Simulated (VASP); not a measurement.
The system is MgAgH3.

```
Mg Ag H
1.0
     0.00000    3.95603    3.95603
     3.95603    0.00000    3.95603
     3.95603    3.95603    0.00000
Mg Ag H
2 2 6
Direct
  0.25000 0.25000 0.25000
  0.75000 0.75000 0.75000
  0.50000 0.50000 0.50000
  0.00000 0.00000 0.00000
  0.22296 0.22296 0.77704
  0.22296 0.77704 0.77704
  0.77704 0.77704 0.22296
  0.22296 0.77704 0.22296
  0.77704 0.22296 0.77704
  0.77704 0.22296 0.22296
```

| Property | Result |
| --- | --- |
| Program | VASP 6.6.1 |
| Task | relaxation of cell and atoms |
| Functional | PBEsol |
| Potentials or basis | VASP PAW PBE potentials, release 64 (Mg, Ag, H) |
| Cutoff | 600 eV |
| k mesh | 6 × 6 × 6 |
| Occupations | fermi-dirac, width 0.03 eV |
| Spin | no spin polarisation |

At the start: pressure -6.8 GPa; volume 12.38 Å³/atom.

Problem. How do energy, volume and symmetry change on relaxing?

Solution. Over 8 steps the energy falls by 137.2 meV/atom and the volume is 10.29 Å³/atom (-16.9 %); space group Fm-3m (No. 225, to 0.1 Å) before, Pm-3m (No. 221, to 0.1 Å).

Step by step:
```
step  energy change (eV)  largest force (eV/Å)  pressure (GPa)  volume (Å³)
   1              0.0000                1.0338           -6.85       123.82
   2             -0.6396                0.9999           -4.56       114.58
   3             -1.2034                0.6555            3.92        98.84
   4             -1.3602                0.0279            1.72       100.71
   5             -1.3621                0.0487            1.52       100.96
   6             -1.3722                0.0111            0.07       102.84
   7             -1.3722                0.0122            0.05       102.88
   8             -1.3722                0.0039            0.03       102.92
```

Final structure:
```xyz
10
Lattice="0.0000 3.7195 3.7195 3.7195 0.0000 3.7195 3.7195 3.7195 0.0000" Properties=species:S:1:pos:R:3 pbc="T T T"
Mg    1.8597    1.8597    1.8597
Mg    5.5792    5.5792    5.5792
Ag    3.7195    3.7195    3.7195
Ag    0.0000    0.0000    0.0000
H     3.7195    3.7195    1.8593
H     5.5797    3.7195    3.7195
H     3.7195    3.7195    5.5797
H     3.7195    1.8593    3.7195
H     3.7195    5.5797    3.7195
H     1.8593    3.7195    3.7195
```

Caveat: the volume moved by over 15 % at a fixed basis, so the end points are rough; the PAW data sets were made with another functional, which shifts forces and pressure a little.
